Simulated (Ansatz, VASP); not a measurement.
**PbS in VASP and in Ansatz**

File POSCAR:

```
PbS
1.0
    0.0000000000      3.3442431870      3.3442431870
    3.3442431870      0.0000000000      3.3442431870
    3.3442431870      3.3442431870      0.0000000000
Pb S
1 1
Direct
    0.0000000000      0.0000000000      0.0000000000
    0.2500000000      0.2500000000      0.2500000000
```

The input INCAR.step1:

```
PREC = Accurate
ENCUT = 520
ISMEAR = 0
SIGMA = 0.05
LREAL = F
LASPH = T
NELM = 80
NBANDS = 17
GGA = PE
ALGO = Normal
EDIFF = 1E-4
LWAVE = T
LCHARG = F
```

INCAR.step2

```
PREC = Accurate
ENCUT = 520
EDIFF = 1E-7
ISMEAR = 0
SIGMA = 0.05
LREAL = F
LASPH = T
NELM = 80
ALGO = Normal
ISIF = 2
LWAVE = F
LCHARG = F
METAGGA = R2SCAN
LMIXTAU = T
NBANDS = 17
ISTART = 1
```

KPOINTS

```
regular mesh
0
Gamma
  6 6 6
```

Input for Ansatz:

```yaml
crystal:
  lattice:
    - [0.0, 3.344243187, 3.344243187]
    - [3.344243187, 0.0, 3.344243187]
    - [3.344243187, 3.344243187, 0.0]
  atoms:
    - { symbol: Pb, position: [0.0, 0.0, 0.0] }
    - { symbol: S, position: [0.25, 0.25, 0.25] }
basis:
  ecutwfc: 500
  ecutrho_ratio: 4
kpoints:
  mp_grid: { grid: [6, 6, 6] }
hamiltonian:
  xc: r2scan
scf:
  occupations: { method: gaussian, width: 0.05 }
output:
  forces: true
  stress: true
  eigenvalues: true
  write_density: true
  write_potential: true
  elf: true
  volumetric_format: npy
```

Alike in both runs: task single point; functional r2SCAN; k mesh 6 × 6 × 6; occupations gaussian, width 0.05 eV; no spin polarisation.

|  | VASP | Ansatz |
| --- | --- | --- |
| version | VASP 6.6.1 | Ansatz 0.2.0 |
| potentials or method | VASP PAW PBE potentials, release 64 (Pb_d, S), cutoff 520 eV | scalar-relativistic, plane waves, PAW |
| valence electrons in the cell | 20 | 20 |

Ansatz gave:

| Property | Result |
| --- | --- |
| gap on the k mesh at the Fermi level (eV) | 1.15 |
| least direct gap on the mesh (eV) | 1.50 |
| pressure (GPa) | -1.4 |

Task: Which values does VASP return?

Result: gap on the k mesh at the Fermi level (eV): 1.16; least direct gap on the mesh (eV): 1.50; pressure (GPa): -1.4.

VASP's potentials were made for PBE, not for r2SCAN.

Spin-orbit coupling is off throughout.
